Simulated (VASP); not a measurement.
Input of a VASP 6.6.1 run:

The input INCAR:

```
  ALGO = Normal
  EDIFF = 1E-6
  ENCUT = 600
  GGA = PS
  GGA_COMPAT = F
  ISIF = 2
  ISMEAR = 0
  LASPH = T
  LCHARG = T
  LELF = T
  LREAL = F
  LVHAR = T
  LWAVE = F
  NBANDS = 14
  NELM = 120
  PREC = Accurate
  SIGMA = 0.15
```

The input KPOINTS:

```
k-points
0
Gamma
  20 20 20
```

The input POSCAR:

```
AlNi
1.0
    2.8621655520      0.0000000000      0.0000000000
    0.0000000000      2.8621655520      0.0000000000
    0.0000000000      0.0000000000      2.8621655520
Al Ni
1 1
Direct
    0.0000000000      0.0000000000      0.0000000000
    0.3427763902      0.5000000000      0.3427763902
```

Potentials or basis: VASP PAW PBE potentials, release 64 (Al, Ni).

The run is started by

```sh
$ cat potpaw_PBE.64/Al/POTCAR potpaw_PBE.64/Ni/POTCAR > POTCAR
$ mpirun -np 1 vasp_std > vasp.out
```

What does it give for the pressure?

30.9 GPa.

Predict the largest force.

6.437 eV/Å.

Stress tensor (GPa, compression positive):
```
21.50  0.00 26.26
 0.00 49.79  0.00
26.26  0.00 21.50
```

Caveat: the cell differs from its parent crystal (atom 2 (Ni) moved by (-0.450, -0.450) A along x and z); the PAW data sets were made with another functional, which shifts forces and pressure a little. Spin polarisation is off, so any magnetic state and its effect on volume and gap are missing.
